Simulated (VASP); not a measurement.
# Zr (P6_3/mmc) in VASP: further runs, part 2 of 2

VASP 6.6.1. The steps go on from the part before.

## 3. Single point, PBE+D3(BJ)

This run uses another cell than the first one, of 22.45 Å³/atom, 0.997 times its volume.

Contents of INCAR:

```
SYSTEM = Zr
  PREC = Accurate
  ENCUT = 500
  EDIFF = 1E-6
  ISMEAR = 0
  SIGMA = 0.1
  LREAL = .False.
  LASPH = .True.
  NELM = 120
  ALGO = Normal
  ISIF = 2
  LWAVE = .False.
  LCHARG = .False.
  GGA = PE
  IVDW = 12
  NBANDS = 19
  GGA_COMPAT = .False.
```

Contents of KPOINTS:

```
Automatic mesh
0
Gamma
  15 15 8
  0 0 0
```

Contents of POSCAR:

```
Zr
1.0
    3.1835874087      0.0000000000      0.0000000000
   -1.5917937044      2.7570675711      0.0000000000
    0.0000000000      0.0000000000      5.1155521287
Zr
2
Direct
    0.3333333333      0.6666666667      0.2500000000
    0.6666666667      0.3333333333      0.7500000000
```

Potentials or basis: VASP PAW PBE potentials, release 64 (Zr_sv).

Started as:

```bash
$ cat potpaw_PBE.64/Zr_sv/POTCAR > POTCAR
$ mpirun -np 1 vasp_std > vasp.out
```

OUTCAR:

```text
SYSTEM = Zr
   PREC = Accurate
   ENCUT = 500
   EDIFF = 1E-6
   ISMEAR = 0
   LREAL = .False.
   LASPH = .True.
   NELM = 120
   ISIF = 2
   GGA = PE
   IVDW = 12
 IVDW          = 12

 ion  position               nearest neighbor table
   1  0.333  0.667  0.250-   2 3.15   2 3.15   2 3.15   2 3.15   2 3.15   2 3.15
   2  0.667  0.333  0.750-   1 3.15   1 3.15   1 3.15   1 3.15   1 3.15   1 3.15

  LATTYP: Found a hexagonal cell.
 ALAT       =     3.1835874087
 C/A-ratio  =     1.6068514766

  Lattice vectors:
[... 720 lines left out ...]

 Edisp (eV)   -1.09742

 E8    (eV) :    -0.5637

  FORCE on cell =-STRESS in cart. coord.  units (eV):
  Direction    XX          YY          ZZ          XY          YZ          ZX
  --------------------------------------------------------------------------------------
  -------------------------------------------------------------------------------------
  Total       0.00227     0.00227     0.00144    -0.00000     0.00000     0.00000
  in kB       0.08106     0.08106     0.05146    -0.00000     0.00000     0.00000
  external pressure =        0.07 kB  Pullay stress =        0.00 kB

 VOLUME and BASIS-vectors are now :
 -----------------------------------------------------------------------------
  energy-cutoff  :      500.00
  volume of cell :       44.90
      direct lattice vectors                 reciprocal lattice vectors
     3.183587409  0.000000000  0.000000000     0.314111055  0.181352102  0.000000000
    -1.591793704  2.757067571  0.000000000     0.000000000  0.362704204  0.000000000
     0.000000000  0.000000000  5.115552129     0.000000000  0.000000000  0.195482320

 POSITION                                       TOTAL-FORCE (eV/Angst)
 -----------------------------------------------------------------------------------
     -0.00000      1.83805      1.27889         0.000000      0.000000      0.000000
      1.59179      0.91902      3.83666         0.000000     -0.000000      0.000000
 -----------------------------------------------------------------------------------
    total drift:                                0.000000     -0.000000      0.000000

  FREE ENERGIE OF THE ION-ELECTRON SYSTEM (eV)
  ---------------------------------------------------
  free  energy   TOTEN  =       -18.1195318742 eV

  energy  without entropy=      -18.1095533052  energy(sigma->0) =      -18.11454259
```

OSZICAR:

```text
N       E                     dE             d eps       ncg     rms          rms(c)
DAV:   1     0.210454493429E+03    0.21045E+03   -0.13048E+04  5138   0.123E+03
DAV:   2    -0.183826058322E+01   -0.21229E+03   -0.20829E+03  5981   0.361E+02
DAV:   3    -0.172513977314E+02   -0.15413E+02   -0.15297E+02  9160   0.709E+01
DAV:   4    -0.176684064975E+02   -0.41701E+00   -0.41664E+00  6026   0.118E+01
DAV:   5    -0.176806829775E+02   -0.12276E-01   -0.12274E-01  7624   0.144E+00    0.153E+01
DAV:   6    -0.171217331805E+02    0.55895E+00   -0.86775E-01  5517   0.718E+00    0.618E+00
DAV:   7    -0.170155901441E+02    0.10614E+00   -0.57771E-01  7356   0.511E+00    0.113E+00
DAV:   8    -0.170219972890E+02   -0.64071E-02   -0.36624E-02  6675   0.150E+00    0.228E-01
DAV:   9    -0.170221473877E+02   -0.15010E-03   -0.12665E-03  6702   0.315E-01    0.278E-02
DAV:  10    -0.170221138706E+02    0.33517E-04   -0.37437E-05  6989   0.386E-02    0.196E-02
DAV:  11    -0.170221165286E+02   -0.26580E-05   -0.73676E-06  5720   0.296E-02    0.193E-03
DAV:  12    -0.170221164918E+02    0.36814E-07   -0.18802E-07  3258   0.323E-03
   1 F= -.18119532E+02 E0= -.18114543E+02  d E =-.997857E-02
```

stdout:

```text
POSCAR found type information on POSCAR Zr
 POSCAR found :  1 types and       2 ions
 scaLAPACK will be used
 LDA part: xc-table for (Slater+PW92), standard interpolation
 POSCAR, INCAR and KPOINTS ok, starting setup
 FFT: planning ... GRIDC
 FFT: planning ... GRID_SOFT
 FFT: planning ... GRID
 WAVECAR not read
 entering main loop
```

It took 2 min on 1 thread of AMD EPYC 7R13, shared host; peak memory 0.2 GiB.

Results:

```yaml
Free_energy: -18.1195 eV
Pressure: 0.0 GPa
Band_gap_on_the_k_mesh: zero (band 12 reaches 10.37 eV, above the bottom of band 13 at 9.07 eV)
Dispersion_energy_per_atom: -0.549 eV
```

Levels at points of the mesh, in eV from the Fermi level:
| k point | band 8 | band 9 | band 10 | band 11 | band 12 | band 13 | band 14 | band 15 | band 16 | band 17 |
| --- | --- | --- | --- | --- | --- | --- | --- | --- | --- | --- |
| (0.00, 0.00, 0.00) | -26.24 | -5.74 | -3.15 | 0.86 | 0.86 | 0.93 | 1.22 | 1.57 | 1.57 | 2.25 |
| (0.00, 0.00, 0.50) | -26.32 | -4.01 | -4.01 | -0.02 | -0.02 | 0.78 | 0.78 | 0.78 | 0.78 | 4.09 |

Caveat: pairwise dispersion overbinds metals, which lowers pressure and volume.

## 4. Relaxation of cell and atoms, PBE+D3(BJ)

Contents of INCAR:

```
PREC = Accurate
ENCUT = 500
EDIFF = 1E-7
ISMEAR = 0
SIGMA = 0.1
LREAL = F
LASPH = T
NELM = 120
ALGO = Normal
ISIF = 3
LWAVE = F
LCHARG = F
GGA = PE
IVDW = 12
IBRION = 2
NSW = 100
EDIFFG = -0.002
GGA_COMPAT = F
NELMIN = 4
```

Contents of KPOINTS:

```
Automatic mesh
0
Gamma
  15 15 8
```

Contents of POSCAR:

```
Zr
1.0
    3.1900000000      0.0000000000      0.0000000000
   -1.5950000000      2.7626210000      0.0000000000
    0.0000000000      0.0000000000      5.1100000000
Zr
2
Direct
    0.3333333000      0.6666667000      0.2500000000
    0.6666667000      0.3333333000      0.7500000000
```

Started as:

```bash
$ cat potpaw_PBE.64/Zr_sv/POTCAR > POTCAR
$ mpirun -np 1 vasp_std > vasp.out
```

It took 5.4 min on 1 thread of AMD EPYC 7R13, shared host; peak memory 0.2 GiB.

The run converged. Its results:

```yaml
Free_energy: -18.1196 eV
Relaxed_volume: 22.45 Å³/atom
Relaxed_cell: a = 3.184 Å, b = 3.184 Å, c = 5.115 Å, α = 90.00°, β = 90.00°, γ = 120.00°
Space_group_after_relaxing_to_0.05_Å: P6_3/mmc (No. 194)
Energy_gained_by_relaxing: 0.1 meV/atom
Ionic_steps: 5
Pressure_after_relaxing: 0.0 GPa
Band_gap_on_the_k_mesh: zero (band 12 reaches 10.37 eV, above the bottom of band 13 at 9.07 eV)
Dispersion_energy_per_atom: -0.549 eV
```

Step by step:
| step | energy change (eV) | largest force (eV/Å) | pressure (GPa) | volume (Å³) |
| --- | --- | --- | --- | --- |
| 1 | 0.0000 | 0.0000 | -0.26 | 45.03 |
| 2 | -0.0001 | 0.0000 | 0.25 | 44.80 |
| 3 | -0.0001 | 0.0000 | 0.05 | 44.89 |
| 4 | -0.0002 | 0.0000 | 0.01 | 44.90 |
| 5 | -0.0002 | 0.0000 | 0.00 | 44.90 |

Final structure:
```yaml
crystal:
  lattice:
    - [3.18363, 0.00000, 0.00000]
    - [-1.59182, 2.75710, 0.00000]
    - [0.00000, 0.00000, 5.11549]
  atoms:
    - { symbol: Zr, position: [0.33333, 0.66667, 0.25000] }
    - { symbol: Zr, position: [0.66667, 0.33333, 0.75000] }
```

Levels at points of the mesh, in eV from the Fermi level:
| k point | band 8 | band 9 | band 10 | band 11 | band 12 | band 13 | band 14 | band 15 | band 16 |
| --- | --- | --- | --- | --- | --- | --- | --- | --- | --- |
| (0.00, 0.00, 0.00) | -26.24 | -5.74 | -3.15 | 0.86 | 0.86 | 0.93 | 1.22 | 1.57 | 1.57 |
| (0.00, 0.00, 0.50) | -26.32 | -4.01 | -4.01 | -0.02 | -0.02 | 0.78 | 0.78 | 0.78 | 0.78 |

Caveat: pairwise dispersion overbinds metals, which lowers pressure and volume.

## 5. Overview

```tsv
task	cell	k mesh	gap on the mesh (eV)	pressure (GPa)
single point	a = 3.190, b = 3.190, c = 5.110 Å, angles 90.0, 90.0, 120.0°, 2 atoms	6 × 6 × 4	none	-0.5
single point	a = 3.184, b = 3.184, c = 5.116 Å, angles 90.0, 90.0, 120.0°, 2 atoms	15 × 15 × 8	none	0.0
relaxation of cell and atoms	relaxed from a = 3.190, b = 3.190, c = 5.110 Å, angles 90.0, 90.0, 120.0°, 2 atoms	15 × 15 × 8	none	0.0
```

Alike in all rows: level PBE+D3(BJ); potentials or basis VASP PAW PBE potentials, release 64 (Zr_sv); no spin polarisation; cutoff (eV) 500; smearing gaussian 0.1 eV.

Caveats: some runs use coarse meshes; pairwise dispersion overbinds metals, which lowers pressure and volume.

Total energies depend on the potentials used, so only differences within one code and one set of settings carry meaning.
